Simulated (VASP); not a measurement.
Set up this calculation in VASP 6.6.1, as the native input.

| Item | Value |
| --- | --- |
| Task | G0W0 quasiparticle levels |
| Functional | PBE |
| Potentials or basis | VASP PAW PBE potentials, release 64 (B_GW, N_GW) |
| Cutoff | 500 eV |
| k mesh | 6 × 6 × 6 |
| Occupations | gaussian, width 0.01 eV |
| Spin | no spin polarisation |
| Dipole correction | no |
| GW scheme | G0W0 |
| GW iterations | 1 |
| Cutoff of the response function | 120 |
| Frequency points | 96 |
| Empty bands | 35 |
| Further INCAR settings | ALGO = EVGW0; EDIFF = 1e-08; NBANDS = 39 |

Crystal: BN.

```
CELL_PARAMETERS angstrom
0.00000 1.80482 1.80482
1.80482 0.00000 1.80482
1.80482 1.80482 0.00000
ATOMIC_POSITIONS crystal
B 0.00000 0.00000 0.00000
N 0.25000 0.25000 0.25000
```

These files were run (other wordings do the same):

POSCAR

```
BN
1.0
    0.0000000000      1.8048245554      1.8048245554
    1.8048245554      0.0000000000      1.8048245554
    1.8048245554      1.8048245554      0.0000000000
B N
1 1
Direct
    0.0000000000      0.0000000000      0.0000000000
    0.2500000000      0.2500000000      0.2500000000
```

INCAR.step1

```
SYSTEM = BN
PREC = Accurate ; ENCUT = 500
EDIFF = 1E-8 ; ISMEAR = 0
SIGMA = 0.01 ; LREAL = .FALSE.
LASPH = .TRUE. ; NELM = 100
ALGO = Normal ; LWAVE = .TRUE.
LCHARG = .FALSE. ; GGA = PE
```

INCAR.step2

```
SYSTEM = BN
PREC = Accurate ; ENCUT = 500
EDIFF = 1E-8 ; ISMEAR = 0
SIGMA = 0.01 ; LREAL = .FALSE.
LASPH = .TRUE. ; NELM = 1
ALGO = Exact ; LWAVE = .TRUE.
LCHARG = .FALSE. ; GGA = PE
NBANDS = 39 ; LOPTICS = .TRUE.
ISTART = 1
```

INCAR.step3

```
SYSTEM = BN
PREC = Accurate ; ENCUT = 500
EDIFF = 1E-8 ; ISMEAR = 0
SIGMA = 0.01 ; LREAL = .FALSE.
LASPH = .TRUE. ; ALGO = EVGW0
LWAVE = .FALSE. ; LCHARG = .FALSE.
GGA = PE ; NELMGW = 1
NBANDS = 39 ; ENCUTGW = 120.0
NOMEGA = 96 ; PRECFOCK = Fast
ISTART = 1 ; NBANDSGW = 12
OMEGAMAX = 20
```

KPOINTS

```
regular mesh
0
G
  6 6 6
  0 0 0
```

Potentials or basis: VASP PAW PBE potentials, release 64 (B_GW, N_GW).

Run with:

```sh
$ cat potpaw_PBE.64/B_GW/POTCAR potpaw_PBE.64/N_GW/POTCAR > POTCAR
$ cp INCAR.step1 INCAR
$ mpirun -np 1 vasp_std > vasp.out
$ cp INCAR.step2 INCAR
$ mpirun -np 1 vasp_std > vasp.out
$ cp INCAR.step3 INCAR
$ mpirun -np 1 vasp_std > vasp.out
```

Results of the run:

The quasiparticle gap is 5.83 eV. The least direct quasiparticle gap is 10.89 eV and the band gap of the starting levels on the mesh is 4.47 eV. The least direct gap of the starting levels on the mesh is 8.84 eV.

Caveat: the k points lie up to 0.50 Å⁻¹ apart; bands, screening cutoff and mesh are small and nothing is extrapolated, so the quasiparticle values aren't converged.

Wall time 43 s on 1 thread of AMD EPYC 9R45 96-Core Processor (Zen 5), with other jobs on the host, peak memory 0.16 GiB.
